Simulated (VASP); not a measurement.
W, 1 atom in the cell. It takes space group Fm-3m (No. 225, cubic). Conventional cell: a = 4.073 Å, b = 4.073 Å, c = 4.073 Å, α = 90.00°, β = 90.00°, γ = 90.00°. Within 3.8 Å of W (site symmetry m-3m) lie 12 W at 2.88 Å. This isn't the form of W at room conditions, which is bcc.

```yaml
Program: VASP 6.6.1
Task: single point
Functional: PBEsol
Potentials_or_basis: VASP PAW PBE potentials, release 64 (W_sv)
Cutoff: 520 eV
k_mesh: 14 × 14 × 14
Occupations: fermi-dirac, width 0.05 eV
Spin: no spin polarisation
Dipole_correction: no
Further_INCAR_settings: ALGO = Normal; EDIFF = 1e-06; NBANDS = 13
```

Potentials or basis: VASP PAW PBE potentials, release 64 (W_sv).

The run is started by

```console
$ cat potpaw_PBE.64/W_sv/POTCAR > POTCAR
$ mpirun -np 1 vasp_std > vasp.out
```

Hardware: 1 thread of Intel Xeon 8259CL, with other jobs on the host.

**Question.** How long does it take, and how much memory?

**Answer.** Run time: 24 s on 1 thread of Intel Xeon 8259CL (shared host), peak memory 0.15 GiB. Counts: scf iterations 11, k points 104.
